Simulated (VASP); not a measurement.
**Sb: electric field gradients with PBEsol**

Sb:

```xyz
1
Lattice="-0.0231 2.2935 2.2935 2.2935 -0.0231 2.2935 2.2935 2.2935 -0.0231" Properties=species:S:1:pos:R:3 pbc="T T T"
Sb    0.0000    0.0000    0.0000
```

This cell differs from its parent crystal: equal xy, yz and zx shear strains of -1 %.

```json
{
  "Program": "VASP 6.6.1",
  "Task": "electric field gradients",
  "Functional": "PBEsol",
  "Potentials or basis": "VASP PAW PBE potentials, release 64 (Sb)",
  "Cutoff": "520 eV",
  "k mesh": "12 × 12 × 12",
  "Occupations": "fermi-dirac, width 0.05 eV",
  "Spin": "no spin polarisation",
  "Dipole correction": "no",
  "Further INCAR settings": "ALGO = Normal; EDIFF = 1e-08; NBANDS = 8"
}
```

* Pressure: 5.3 GPa

Stress tensor (GPa, compression positive):
```
5.29 0.19 0.19
0.19 5.29 0.19
0.19 0.19 5.29
```

Levels at points of the mesh, in eV from the Fermi level:
| k point | band 1 | band 2 | band 3 | band 4 | band 5 | band 6 |
| --- | --- | --- | --- | --- | --- | --- |
| (0.00, 0.00, 0.00) | -13.78 | 5.87 | 5.87 | 6.20 | 10.14 | 10.14 |
| (0.50, 0.00, 0.00) | -9.53 | -6.53 | 4.06 | 4.15 | 8.83 | 9.24 |
| (0.50, 0.50, 0.00) | -7.56 | -5.52 | 0.20 | 0.46 | 4.14 | 4.56 |
| (0.50, 0.50, 0.50) | -9.31 | -6.49 | 3.86 | 3.86 | 8.57 | 9.18 |

It used 21 s of CPU time on 1 thread of AMD EPYC 7R13 Processor (Zen 3) (shared host).

Caveat: the cell differs from its parent crystal (equal xy, yz and zx shear strains of -1 %); without QUAD_EFG the Cq values of the log hold for a quadrupole moment of 1 mb, not for the nuclei; the PAW data sets were made with another functional, which shifts forces and pressure a little; spin-orbit coupling is left out, which moves the levels of the heavy elements.
